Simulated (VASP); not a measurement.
A run of VASP 6.6.1 is set up as follows.

The input INCAR:

```
SYSTEM = Ti2Hg
PREC = Accurate
ENCUT = 520
EDIFF = 1E-6
ISMEAR = 0
SIGMA = 0.1
LREAL = .FALSE.
LASPH = .TRUE.
NELM = 80
ALGO = Normal
ISIF = 2
LWAVE = .FALSE.
LCHARG = .FALSE.
GGA = PE
NBANDS = 25
```

The input KPOINTS:

```
regular mesh
0
G
  6 6 6
  0 0 0
```

Contents of POSCAR:

```
Ti2Hg
1.0
    0.0000000000      2.9514783600      2.9514783600
    2.9514783600      0.0000000000      2.9514783600
    2.9514783600      2.9514783600      0.0000000000
Ti Hg
2 1
Direct
    0.7500000000      0.7500000000      0.7500000000
    0.5000000000      0.5000000000      0.5000000000
    0.0000000000      0.0000000000      0.0000000000
```

Potentials or basis: VASP PAW PBE potentials, release 64 (Ti_sv, Hg).

The run is started by

```sh
$ cat potpaw_PBE.64/Ti_sv/POTCAR potpaw_PBE.64/Hg/POTCAR > POTCAR
$ mpirun -np 1 vasp_std > vasp.out
```

(1) What does it give for the band gap on the k mesh?

(2) Estimate the pressure.

## Answers

(1) zero (bands 18 and 19 overlap by 0.62 eV).

(2) 26.6 GPa.

Caveat: the cell stands under pressure; spin-orbit coupling is left out, which moves the levels of the heavy elements.
